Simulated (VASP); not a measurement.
Runs of VASP 6.6.1 on KCl. The structure is that of space group Fm-3m (No. 225), or close to it. The cells are those of the table. 

```csv
task,cell,cutoff (eV),gap on the mesh (eV),pressure (GPa)
relaxation of cell and atoms,"relaxed to 7 GPa from a = 4.414 Å, angles 60.0°, 2 atoms",600,(d),7.0
relaxation of cell and atoms,"relaxed to 1 GPa from a = 4.414 Å, angles 60.0°, 2 atoms",600,(c),1.0
single point,"a = 3.936 Å, angles 60.0°, 2 atoms",520,5.64,15.3
single point,"a = 4.289 Å, angles 60.0°, 2 atoms",520,(b),2.1
relaxation of cell and atoms,"relaxed to 10 GPa from a = 4.414 Å, angles 60.0°, 2 atoms",600,5.87,10.0
single point,"a = 4.030 Å, angles 60.0°, 2 atoms",520,5.86,10.2
single point,"a = 4.342 Å, angles 60.0°, 2 atoms",520,5.26,1.1
relaxation of cell and atoms,"relaxed to 15 GPa from a = 4.414 Å, angles 60.0°, 2 atoms",600,5.66,15.0
relaxation of cell and atoms,"relaxed to 2 GPa from a = 4.414 Å, angles 60.0°, 2 atoms",600,(a),2.0
relaxation of cell and atoms,"relaxed to 4 GPa from a = 4.414 Å, angles 60.0°, 2 atoms",600,5.62,4.0
single point,"a = 4.104 Å, angles 60.0°, 2 atoms",520,5.92,7.2
```

Alike in all rows: level PBEsol; potentials or basis VASP PAW PBE potentials, release 64 (K_sv, Cl); no spin polarisation; k mesh 8 × 8 × 8; smearing gaussian 0.01 eV.

Problem. Fill in the values left out.

Solution. (a) 5.38; (b) 5.40; (c) 5.24; (d) 5.90.

Caveats: the PAW data sets were made with another functional, which shifts forces and pressure a little; the cell is relaxed towards a set pressure, so the run minimises the enthalpy, not the energy (at least some runs); the cell stands under pressure (at least some runs).

A k mesh can miss the band edges.
